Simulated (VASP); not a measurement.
A run of VASP 6.6.1 is set up as follows.

INCAR

```
SYSTEM = InSb
PREC = Accurate ; ENCUT = 520
EDIFF = 1E-8 ; ISMEAR = -1
SIGMA = 0.08 ; LREAL = .False.
LASPH = .True. ; NELM = 60
ALGO = Normal ; ISIF = 2
LWAVE = .False. ; LCHARG = .False.
GGA = PE ; LEFG = .True.
NBANDS = 26
```

KPOINTS

```
regular mesh
0
Gamma
  6 6 11
  0 0 0
```

File POSCAR:

```
InSb
1.0
    5.3570000000      0.0000000000      0.0000000000
    0.0000000000      5.7120000000      0.0000000000
    0.0000000000      0.0000000000      3.1548900000
In Sb
2 2
Direct
    0.0000000000      0.0000000000      0.0000000000
    0.5000000000      0.5000000000      0.0000000000
    0.5000000000      0.0000000000      0.8350000000
    0.0000000000      0.5000000000      0.1650000000
```

Potentials or basis: VASP PAW PBE potentials, release 64 (In_d, Sb).

Command:

```bash
$ cat potpaw_PBE.64/In_d/POTCAR potpaw_PBE.64/Sb/POTCAR > POTCAR
$ mpirun -np 1 vasp_std > vasp.out
```

Q: Estimate the largest force.

A: 0.820 eV/Å.

Q: Predict the band gap on the k mesh.

A: Zero (band 18 reaches 11.00 eV, above the bottom of band 19 at 7.60 eV).

Q: Estimate the pressure.

A: 15.2 GPa.

Stress tensor (GPa, compression positive):
```
27.82  0.00  0.00
 0.00 12.47  0.00
 0.00  0.00  5.26
```

Caveat: the cell differs from its parent crystal (zz strain of +3 %); without QUAD_EFG the Cq values of the log hold for a quadrupole moment of 1 mb, not for the nuclei; spin-orbit coupling is left out, which moves the levels of the heavy elements.
